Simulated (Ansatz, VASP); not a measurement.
One calculation of LiH, two programs

File INCAR:

```
PREC = Accurate
ENCUT = 520
EDIFF = 1E-6
ISMEAR = 0
SIGMA = 0.01
LREAL = Auto
LASPH = T
NELM = 60
ALGO = Normal
ISIF = 2
LWAVE = F
LCHARG = F
GGA = PE
NBANDS = 54
```

File KPOINTS:

```
Automatic mesh
0
Gamma
  1 1 1
```

Contents of POSCAR:

```
LiH
1.0
   -4.0071000518      4.0071000518     -4.0071000518
    4.0071000518     -4.0071000518     -4.0071000518
   -4.0071000518     -4.0071000518      4.0071000518
Li H
16 16
Direct
    0.0000000000      0.2500000000      0.7500000000
    0.7500000000      0.2500000000      1.0000000000
    0.5000000000      0.2500000000      0.2500000000
    0.2500000000      0.0000000000      0.7500000000
    0.2500000000      0.2500000000      0.5000000000
    1.0000000000      1.0000000000      1.0000000000
    0.7500000000      0.0000000000      0.2500000000
    0.5000000000      0.7500000000      0.7500000000
    0.5000000000      0.0000000000      0.5000000000
    0.2500000000      0.7500000000      1.0000000000
    0.0000000000      0.7500000000      0.2500000000
    0.7500000000      0.5000000000      0.7500000000
    0.7500000000      0.7500000000      0.5000000000
    0.5000000000      0.5000000000      1.0000000000
    0.2500000000      0.5000000000      0.2500000000
    0.0000000000      0.5000000000      0.5000000000
    0.7500000000      0.2500000000      0.5000000000
    0.5000000000      0.2500000000      0.7500000000
    0.2500000000      0.2500000000      0.0000000000
    0.0000000000      0.0000000000      0.5000000000
    0.0000000000      0.2500000000      0.2500000000
    0.7500000000      0.0000000000      0.7500000000
    0.5000000000      0.0000000000      0.0000000000
    0.2500000000      0.7500000000      0.5000000000
    0.2500000000      0.0000000000      0.2500000000
    0.0000000000      0.7500000000      0.7500000000
    0.7500000000      0.7500000000      0.0000000000
    0.5000000000      0.5000000000      0.5000000000
    0.5000000000      0.7500000000      0.2500000000
    0.2500000000      0.5000000000      0.7500000000
    0.0000000000      0.5000000000      0.0000000000
    0.7500000000      0.5000000000      0.2500000000
```

Input for Ansatz:

```yaml
crystal:
  lattice:
    - [-4.0071000518, 4.0071000518, -4.0071000518]
    - [4.0071000518, -4.0071000518, -4.0071000518]
    - [-4.0071000518, -4.0071000518, 4.0071000518]
  atoms:
    - { symbol: Li, position: [0.0, 0.25, 0.75] }
    - { symbol: Li, position: [0.75, 0.25, 1.0] }
    - { symbol: Li, position: [0.5, 0.25, 0.25] }
    - { symbol: Li, position: [0.25, 0.0, 0.75] }
    - { symbol: Li, position: [0.25, 0.25, 0.5] }
    - { symbol: Li, position: [1.0, 1.0, 1.0] }
    - { symbol: Li, position: [0.75, 0.0, 0.25] }
    - { symbol: Li, position: [0.5, 0.75, 0.75] }
    - { symbol: Li, position: [0.5, 0.0, 0.5] }
    - { symbol: Li, position: [0.25, 0.75, 1.0] }
    - { symbol: Li, position: [0.0, 0.75, 0.25] }
    - { symbol: Li, position: [0.75, 0.5, 0.75] }
    - { symbol: Li, position: [0.75, 0.75, 0.5] }
    - { symbol: Li, position: [0.5, 0.5, 1.0] }
    - { symbol: Li, position: [0.25, 0.5, 0.25] }
    - { symbol: Li, position: [0.0, 0.5, 0.5] }
    - { symbol: H, position: [0.75, 0.25, 0.5] }
    - { symbol: H, position: [0.5, 0.25, 0.75] }
    - { symbol: H, position: [0.25, 0.25, 0.0] }
    - { symbol: H, position: [0.0, 0.0, 0.5] }
    - { symbol: H, position: [0.0, 0.25, 0.25] }
    - { symbol: H, position: [0.75, 0.0, 0.75] }
    - { symbol: H, position: [0.5, 0.0, 0.0] }
    - { symbol: H, position: [0.25, 0.75, 0.5] }
    - { symbol: H, position: [0.25, 0.0, 0.25] }
    - { symbol: H, position: [0.0, 0.75, 0.75] }
    - { symbol: H, position: [0.75, 0.75, 0.0] }
    - { symbol: H, position: [0.5, 0.5, 0.5] }
    - { symbol: H, position: [0.5, 0.75, 0.25] }
    - { symbol: H, position: [0.25, 0.5, 0.75] }
    - { symbol: H, position: [0.0, 0.5, 0.0] }
    - { symbol: H, position: [0.75, 0.5, 0.25] }
basis:
  ecutwfc: 420
  xc_grid: 2
kpoints:
  mp_grid: { grid: [1, 1, 1], shift: [0.0, 0.0, 0.0] }
hamiltonian:
  xc: pbe
scf:
  occupations: { method: gaussian, width: 0.01 }
output:
  forces: true
  stress: true
  eigenvalues: true
```

Alike in both runs: task single point; functional PBE; k mesh 1 × 1 × 1; occupations gaussian, width 0.01 eV; no spin polarisation.

```csv
,VASP,Ansatz
version,VASP 6.6.1,Ansatz 0.2.0
potentials or method,"VASP PAW PBE potentials, release 64 (Li_sv, H), cutoff 520 eV","scalar-relativistic, plane waves, PAW"
valence electrons in the cell,64,64
```

```csv
,VASP,Ansatz,Ansatz less VASP
gap on the k mesh at the Fermi level (eV),2.96,2.96,+0.007
least direct gap on the mesh (eV),2.96,2.96,+0.007
```

The functional is the same, so the differences come from potentials, cutoffs and numerics.

The k mesh is coarse, so the values compare programs but aren't converged. Noted on VASP's run: the cutoff is short for stress, so the pressure is rough.
